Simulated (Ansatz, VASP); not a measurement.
Two plane-wave programs on LiF

```
CELL_PARAMETERS angstrom
0.00000 2.00405 2.00405
2.00405 0.00000 2.00405
2.00405 2.00405 0.00000
ATOMIC_POSITIONS crystal
Li 0.00000 0.00000 0.00000
F 0.50000 0.50000 0.50000
```

Alike in both runs: functional PBEsol; k mesh 10 × 10 × 10; occupations gaussian, width 0.02 eV; no spin polarisation.

Ansatz relaxed the structure, and its values are those at the end. VASP's run is a single point on that final structure, the one shown.

|  | VASP | Ansatz |
| --- | --- | --- |
| version | VASP 6.6.1 | Ansatz 0.2.0 |
| potentials or method | VASP PAW PBE potentials, release 64 (Li_sv, F), cutoff 750 eV | scalar-relativistic, plane waves, PAW |
| valence electrons in the cell | 10 | 10 |

```csv
,VASP,Ansatz,Ansatz less VASP
gap on the k mesh at the Fermi level (eV),9.04,9.05,+0.010
least direct gap on the mesh (eV),9.04,9.05,+0.010
pressure (GPa),-0.4,0.0,+0.39
```

VASP's potentials were made for PBE, not for PBEsol. The functional is the same, so the differences come from potentials, cutoffs and numerics.
